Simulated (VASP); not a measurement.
# BaTiO3 (Pm-3m) in VASP: notebook

Aim: see how the results for BaTiO3 move with the level of theory and the settings. Levels: r2SCAN, PBE. Tasks: single point.

All numbers are computed with VASP 6.6.1; they aren't measurements. Logs are shortened: lines on timing, memory, paths and dates and some standing lists are left out, and cuts for length are marked.

## Step 1: The cell of the first run

It takes space group Pm-3m (No. 221, cubic). The conventional cell has a = 3.994 Å, b = 3.994 Å, c = 3.994 Å, α = 90.00°, β = 90.00°, γ = 90.00°. Within 3.7 Å of Ba (site symmetry m-3m) lie 12 O at 2.82 Å and 8 Ti at 3.46 Å. Ti (site symmetry m-3m) has 6 O at 2.00 Å within 2.6 Å. O (site symmetry 4/mmm) has 2 Ti at 2.00 Å within 2.6 Å.

## Step 2: Single point, r2SCAN

POSCAR reads:

```
BaTiO3
1.0
    3.9940965204      0.0000000000      0.0000000000
    0.0000000000      3.9940965204      0.0000000000
    0.0000000000      0.0000000000      3.9940965204
Ba Ti O
1 1 3
Direct
    0.0000000000      0.0000000000      0.0000000000
    0.5000000000      0.5000000000      0.5000000000
    0.5000000000      0.5000000000      0.0000000000
    0.5000000000      0.0000000000      0.5000000000
    0.0000000000      0.5000000000      0.5000000000
```

INCAR.step1 reads:

```
PREC     = Accurate       # precision mode
ENCUT    = 520            # plane-wave cutoff, eV
ISMEAR   = 0              # smearing method
SIGMA    = 0.01           # smearing width, eV
LREAL    = False          # projectors in reciprocal space
LASPH    = True           # aspherical terms in the spheres
NELM     = 60             # most SCF steps
NBANDS   = 28             # bands
GGA      = PE             # functional
ALGO     = Normal         # electronic algorithm
EDIFF    = 1E-4           # SCF threshold, eV
LWAVE    = True           # write WAVECAR
LCHARG   = False          # write CHGCAR
```

INCAR.step2 reads:

```
PREC     = Accurate       # precision mode
ENCUT    = 520            # plane-wave cutoff, eV
EDIFF    = 1E-6           # SCF threshold, eV
ISMEAR   = 0              # smearing method
SIGMA    = 0.01           # smearing width, eV
LREAL    = False          # projectors in reciprocal space
LASPH    = True           # aspherical terms in the spheres
NELM     = 60             # most SCF steps
ALGO     = Normal         # electronic algorithm
ISIF     = 2              # what is computed and relaxed
LWAVE    = False          # write WAVECAR
LCHARG   = False          # write CHGCAR
METAGGA  = R2SCAN         # meta-GGA
LMIXTAU  = True         
NBANDS   = 28             # bands
ISTART   = 1
```

KPOINTS reads:

```
Automatic mesh
0
Gamma
  6 6 6
```

Potentials or basis: VASP PAW PBE potentials, release 64 (Ba_sv, Ti_sv, O).

The run is started by

```
> cat potpaw_PBE.64/Ba_sv/POTCAR potpaw_PBE.64/Ti_sv/POTCAR potpaw_PBE.64/O/POTCAR > POTCAR
> cp INCAR.step1 INCAR
> mpirun -np 1 vasp_std > vasp.out
> cp INCAR.step2 INCAR
> mpirun -np 1 vasp_std > vasp.out
```

OUTCAR:

```text
PREC = Accurate
   ENCUT = 520
   EDIFF = 1E-6
   ISMEAR = 0
   LREAL = False
   LASPH = True
   NELM = 60
   ISIF = 2
   METAGGA = R2SCAN
   ISTART = 1

 ion  position               nearest neighbor table
   1  0.000  0.000  0.000-   3 2.82   4 2.82   5 2.82   4 2.82   5 2.82   3 2.82   5 2.82   5 2.82
                             3 2.82   4 2.82   4 2.82   3 2.82   2 3.46   2 3.46   2 3.46   2 3.46
   2  0.500  0.500  0.500-   3 2.00   4 2.00   5 2.00   3 2.00   4 2.00   5 2.00   1 3.46   1 3.46
                             1 3.46   1 3.46   1 3.46   1 3.46   1 3.46   1 3.46
   3  0.500  0.500  0.000-   2 2.00   2 2.00   1 2.82   1 2.82   1 2.82   1 2.82
   4  0.500  0.000  0.500-   2 2.00   2 2.00   1 2.82   1 2.82   1 2.82   1 2.82
   5  0.000  0.500  0.500-   2 2.00   2 2.00   1 2.82   1 2.82   1 2.82   1 2.82

  LATTYP: Found a simple cubic cell.
 ALAT       =     3.9940965204

  Lattice vectors:

 A1 = (   3.9940965204,   0.0000000000,   0.0000000000)
 A2 = (   0.0000000000,   3.9940965204,   0.0000000000)
 A3 = (   0.0000000000,   0.0000000000,   3.9940965204)

Analysis of symmetry for initial positions (statically):
=====================================================================
 Subroutine PRICEL returns:
 Original cell was already a primitive cell.

 Routine SETGRP: Setting up the symmetry group for a
 simple cubic supercell.

 Subroutine GETGRP returns: Found 48 space group operations
 (whereof 48 operations were pure point group operations)
 out of a pool of 48 trial point group operations.

The static configuration has the point symmetry O_h .

Analysis of symmetry for dynamics (positions and initial velocities):
=====================================================================
 Subroutine PRICEL returns:
 Original cell was already a primitive cell.

 Routine SETGRP: Setting up the symmetry group for a
 simple cubic supercell.

 Subroutine GETGRP returns: Found 48 space group operations
 (whereof 48 operations were pure point group operations)
 out of a pool of 48 trial point group operations.

The dynamic configuration has the point symmetry O_h .

 Subroutine INISYM returns: Found 48 space group operations
 (whereof 48 operations are pure point group operations),
 and found     1 'primitive' translations

----------------------------------------------------------------------------------------

                                     Primitive cell

  volume of cell :      63.7171
[... 91 lines left out ...]
   LREAL  =      F    real-space projection
   EDIFFG = 0.1E-04   stopping-criterion for IOM
   NSW    =      0    number of steps for IOM
   IBRION =     -1    ionic relax: 0-MD 1-quasi-New 2-CG
   NFREE  =      0    steps in history (QN), initial steepest desc. (CG)
   ISIF   =      2    stress and relaxation
   ISYM   =      2    0-nonsym 1-usesym 2-fastsym
   POTIM  = 0.5000    time-step for ionic-motion
   TEBEG  =    0.0;   TEEND  =   0.0 temperature during run
   PSTRESS=    0.0 pullay stress
   NELECT =      40.0000    total number of electrons
   NUPDOWN=      -1.0000    fix difference up-down
   EMIN   =  10.00;   EMAX   =-10.00  energy-range for DOS
   EFERMI =   0.00;   METHOD = LEGACY
   ISMEAR =     0;   SIGMA  =   0.01  broadening in eV -4-tet -1-fermi 0-gaus
   EFERMI_NEDOS =   21; number of points for ismear=-14 and -15
   IALGO  =     38    algorithm
   IMIX   =      4    mixing-type and parameters
     AMIX     =   0.40;   BMIX     =  1.00
     AMIX_MAG =   1.60;   BMIX_MAG =  1.00
  volume/ion in A,a.u.               =      12.74        86.00
  Fermi-wavevector in a.u.,A,eV,Ry     =   1.401768  2.648958 26.734832  1.964955
  Thomas-Fermi vector in A             =   2.524597
   LORBIT       =      0    0 simple, 1 ext, 2 COOP (PROOUT), +10 PAW based schemes
   METAGGA = R2SCAN    functional components
   LHFCALC =     F    Hartree Fock is set to
   AEXX    =    0.0000 exact exchange contribution
   IVDW    =     0    specifies the selected vdW correction
   LEPSILON=     F    determine dielectric tensor
   LRPA    =     F    only Hartree local field effects (RPA)
 non-spin polarized calculation
 Gauss-broadening in eV      SIGMA  =   0.01
  energy-cutoff  :      520.00
  volume of cell :       63.72
 maximum number of plane-waves:      1743
 NGX is ok and might be reduce to    30
   NGX = 15   NGY = 15   NGZ = 15

 number of electron      39.9999976 magnetization

 Free energy of the ion-electron system (eV)
  ---------------------------------------------------
  ext. energy  EPLUGINS =         0.00000000
  ---------------------------------------------------
  free energy    TOTEN  =       -74.22989104 eV

  energy without entropy =      -74.22989104  energy(sigma->0) =      -74.22989104

 E-fermi :   3.7459     XC(G=0): -11.9554

 val. band max:        3.5809589482   @ k =   0.5000   0.5000   0.5000
 cond. band min:       5.7297095361   @ k =   0.0000   0.0000   0.0000
 fundamental gap:      2.1487505879
 Fermi energy:         3.7459400131

 k-point     1 :       0.0000    0.0000    0.0000
  band No.  band energies     occupation
      1     -55.2730      2.00000
      2     -30.4345      2.00000
      3     -30.4345      2.00000
      4     -30.4345      2.00000
      5     -21.8757      2.00000
      6     -14.2937      2.00000
[... 609 lines left out ...]
     27      11.7466      0.00000
     28      11.7466      0.00000

------------------------ aborting loop because EDIFF is reached ----------------------------------------

  FORCE on cell =-STRESS in cart. coord.  units (eV):
  Direction    XX          YY          ZZ          XY          YZ          ZX
  --------------------------------------------------------------------------------------
  -------------------------------------------------------------------------------------
  Total        0.7878024      0.7878024      0.7878024     -0.0000000     -0.0000000      0.0000000
  in kB       19.8094414     19.8094414     19.8094414     -0.0000000     -0.0000000      0.0000000
  external PRESSURE =      19.8094414 kB  Pullay stress =       0.0000000 kB

 VOLUME and BASIS-vectors are now :
 -----------------------------------------------------------------------------
  energy-cutoff  :      520.00
  volume of cell :       63.72
      direct lattice vectors                 reciprocal lattice vectors
     3.994096520  0.000000000  0.000000000     0.250369513  0.000000000  0.000000000
     0.000000000  3.994096520  0.000000000     0.000000000  0.250369513  0.000000000
     0.000000000  0.000000000  3.994096520     0.000000000  0.000000000  0.250369513

 POSITION                                       TOTAL-FORCE (eV/Angst)
 -----------------------------------------------------------------------------------
      0.00000      0.00000      0.00000         0.000000      0.000000      0.000000
      1.99705      1.99705      1.99705         0.000000      0.000000      0.000000
      1.99705      1.99705      0.00000         0.000000      0.000000      0.000000
      1.99705      0.00000      1.99705         0.000000      0.000000      0.000000
      0.00000      1.99705      1.99705         0.000000      0.000000      0.000000
 -----------------------------------------------------------------------------------
    total drift:                                0.000000      0.000000     -0.000000

  FREE ENERGIE OF THE ION-ELECTRON SYSTEM (eV)
  ---------------------------------------------------
  free  energy   TOTEN  =       -74.2298910413 eV

  energy  without entropy=      -74.2298910413  energy(sigma->0) =      -74.22989104
```

OUTCAR.step1:

```text
PREC = Accurate
   ENCUT = 520
   ISMEAR = 0
   LREAL = False
   LASPH = True
[... 847 lines left out ...]
      1.99705      1.99705      1.99705         0.000000      0.000000      0.000000
      1.99705      1.99705      0.00000         0.000000      0.000000      0.000000
      1.99705      0.00000      1.99705         0.000000      0.000000      0.000000
      0.00000      1.99705      1.99705         0.000000      0.000000      0.000000
 -----------------------------------------------------------------------------------
    total drift:                                0.000000      0.000000     -0.000000

  FREE ENERGIE OF THE ION-ELECTRON SYSTEM (eV)
  ---------------------------------------------------
  free  energy   TOTEN  =       -39.9544114486 eV

  energy  without entropy=      -39.9544114486  energy(sigma->0) =      -39.95441145
```

Wall time 2.2 min (1 thread of Intel Xeon Platinum 8375C at 2.90GHz (Ice Lake), shared host); peak memory 0.19 GiB.

Results:

```yaml
Free_energy: -74.2299 eV
Pressure: 2.0 GPa
Band_gap_on_the_k_mesh: 2.15 eV, indirect (least direct gap 2.30 eV)
```

Caveat: the PAW data sets were made with another functional, which shifts forces and pressure a little; spin-orbit coupling is left out, which moves the levels of the heavy elements. r2SCAN opens gaps a little over a GGA but as a rule still falls short of measured ones.

## Step 3: Single point, PBE, non-collinear spin, zero start, spin-orbit coupling

INCAR reads:

```
SYSTEM = BaTiO3
PREC = Accurate ; ENCUT = 520
EDIFF = 1E-6 ; ISMEAR = 0
SIGMA = 0.01 ; LREAL = .FALSE.
LASPH = .TRUE. ; NELM = 150
ALGO = Normal ; ISIF = 2
LWAVE = .FALSE. ; LCHARG = .FALSE.
MAGMOM = 0 0 0 0 0 0 0 0 0 0 0 0 0 0 0 ; LORBIT = 11
LSORBIT = .TRUE. ; GGA_COMPAT = .FALSE.
LORBMOM = .TRUE. ; LMAXMIX = 4
GGA = PE ; NBANDS = 55
```

KPOINTS reads:

```
regular mesh
0
G
  4 4 4
  0 0 0
```

POSCAR is that of step 2.

Potentials or basis: VASP PAW PBE potentials, release 64 (Ba_sv, Ti_sv, O).

The run is started by

```
> cat potpaw_PBE.64/Ba_sv/POTCAR potpaw_PBE.64/Ti_sv/POTCAR potpaw_PBE.64/O/POTCAR > POTCAR
> mpirun -np 1 vasp_ncl > vasp.out
```

OUTCAR:

```text
SYSTEM = BaTiO3
   PREC = Accurate
   ENCUT = 520
   EDIFF = 1E-6
   ISMEAR = 0
   LREAL = .FALSE.
   LASPH = .TRUE.
   NELM = 150
   ISIF = 2
   LORBIT = 11
   LSORBIT = .TRUE.
   GGA = PE

 ion  position               nearest neighbor table
   1  0.000  0.000  0.000-   3 2.82   4 2.82   5 2.82   4 2.82   5 2.82   3 2.82   5 2.82   5 2.82
                             3 2.82   4 2.82   4 2.82   3 2.82   2 3.46   2 3.46   2 3.46   2 3.46
   2  0.500  0.500  0.500-   3 2.00   4 2.00   5 2.00   3 2.00   4 2.00   5 2.00   1 3.46   1 3.46
                             1 3.46   1 3.46   1 3.46   1 3.46   1 3.46   1 3.46
   3  0.500  0.500  0.000-   2 2.00   2 2.00   1 2.82   1 2.82   1 2.82   1 2.82
   4  0.500  0.000  0.500-   2 2.00   2 2.00   1 2.82   1 2.82   1 2.82   1 2.82
   5  0.000  0.500  0.500-   2 2.00   2 2.00   1 2.82   1 2.82   1 2.82   1 2.82

  LATTYP: Found a simple cubic cell.
 ALAT       =     3.9940965204

  Lattice vectors:

 A1 = (   3.9940965204,   0.0000000000,   0.0000000000)
 A2 = (   0.0000000000,   3.9940965204,   0.0000000000)
 A3 = (   0.0000000000,   0.0000000000,   3.9940965204)

Analysis of symmetry for initial positions (statically):
[... 830 lines left out ...]
     0.0000000     0.0000000     0.0000000     0.0000000     0.0000000     0.0000000     0.0000000
[... 69 lines left out ...]
 l=   2
     0.0000000     0.0000000     0.0000000     0.0000000     0.0000000
     0.0000000     0.0000000     0.0000000     0.0000000     0.0000000
     0.0000000     0.0000000     0.0000000     0.0000000     0.0000000
     0.0000000     0.0000000     0.0000000     0.0000000     0.0000000
     0.0000000     0.0000000     0.0000000     0.0000000     0.0000000
 l=   3
     0.0000000     0.0000000     0.0000000     0.0000000     0.0000000     0.0000000     0.0000000
     0.0000000     0.0000000     0.0000000     0.0000000     0.0000000     0.0000000     0.0000000
     0.0000000     0.0000000     0.0000000     0.0000000     0.0000000     0.0000000     0.0000000
     0.0000000     0.0000000     0.0000000     0.0000000     0.0000000     0.0000000     0.0000000
     0.0000000     0.0000000     0.0000000     0.0000000     0.0000000     0.0000000     0.0000000
     0.0000000     0.0000000     0.0000000     0.0000000     0.0000000     0.0000000     0.0000000
     0.0000000     0.0000000     0.0000000     0.0000000     0.0000000     0.0000000     0.0000000

 total charge

# of ion       s       p       d       tot
------------------------------------------
    1        2.008   5.653   0.335   7.996
    2        2.211   6.275   1.700  10.185
    3        1.564   3.472   0.000   5.036
    4        1.564   3.472   0.000   5.036
    5        1.564   3.472   0.000   5.036
--------------------------------------------------
tot          8.911  22.344   2.035  33.290

 magnetization (x)

# of ion       s       p       d       tot
------------------------------------------
    1        0.000  -0.000   0.000   0.000
    2        0.000  -0.000   0.000   0.000
    3       -0.000  -0.000   0.000  -0.000
    4       -0.000  -0.000   0.000  -0.000
    5       -0.000  -0.000   0.000  -0.000
--------------------------------------------------
tot         -0.000  -0.000   0.000  -0.000

 magnetization (y)

# of ion       s       p       d       tot
------------------------------------------
    1        0.000  -0.000  -0.000  -0.000
    2        0.000  -0.000   0.000   0.000
    3        0.000   0.000   0.000   0.000
    4       -0.000   0.000   0.000  -0.000
    5        0.000  -0.000   0.000   0.000
--------------------------------------------------
tot          0.000  -0.000  -0.000  -0.000

 magnetization (z)

# of ion       s       p       d       tot
------------------------------------------
    1        0.000  -0.000  -0.000  -0.000
    2       -0.000  -0.000  -0.000  -0.000
    3       -0.000   0.000   0.000   0.000
    4        0.000  -0.000   0.000  -0.000
    5       -0.000   0.000   0.000   0.000
--------------------------------------------------
tot         -0.000  -0.000  -0.000  -0.000
```

stdout:

```text
POSCAR found type information on POSCAR BaTiO
 POSCAR found :  3 types and       5 ions
 scaLAPACK will be used
 LDA part: xc-table for (Slater+PW92), standard interpolation
 POSCAR, INCAR and KPOINTS ok, starting setup
 FFT: planning ... GRIDC
 FFT: planning ... GRID_SOFT
 FFT: planning ... GRID
 WAVECAR not read
 entering main loop
```

Run time: 99 s. Hardware: 1 thread of Intel Xeon Platinum 8375C at 2.90GHz (Ice Lake), shared host; peak memory 0.31 GiB.

Results:

```
Free energy                                           : -40.1348 eV
Pressure                                              : 5.1 GPa
Net moment                                            : 0.00 μB per cell
Valence electrons inside the program's atomic spheres : Ba 8.00; Ti 10.19; O 5.04
```

Moments on the atoms (μB; x, y, z):
```
Ba  0.00 0.00 0.00
Ti  0.00 0.00 0.00
O   0.00 0.00 0.00
O   0.00 0.00 0.00
O   0.00 0.00 0.00
```

Caveat: the k points lie up to 0.39 Å⁻¹ apart.
